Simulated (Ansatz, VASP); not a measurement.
**Two plane-wave programs on Rb**

```
CELL_PARAMETERS angstrom
-2.76462 2.76462 2.76462
2.76462 -2.76462 2.76462
2.76462 2.76462 -2.76462
ATOMIC_POSITIONS crystal
Rb 0.00000 0.00000 0.00000
```

Alike in both runs: task single point; functional PBE; k mesh 7 × 7 × 7; occupations fermi-dirac, width 0.05 eV; no spin polarisation.

```csv
,VASP,Ansatz
version,VASP 6.6.1,Ansatz 0.2.0
potentials or method,"VASP PAW PBE potentials, release 64 (Rb_sv)",Ansatz PAW
plane-wave cutoff (eV),520,420
valence electrons in the cell,9,9
```

|  | VASP | Ansatz | Ansatz less VASP |
| --- | --- | --- | --- |
| gap on the k mesh at the Fermi level (eV) | none | none | - |
| pressure (GPa) | 0.2 | 0.2 | 0.00 |

A gap of «none» marks a metal or a gap that the smearing closes. With one functional, cell and mesh, what is left measures potentials, basis and numerics.
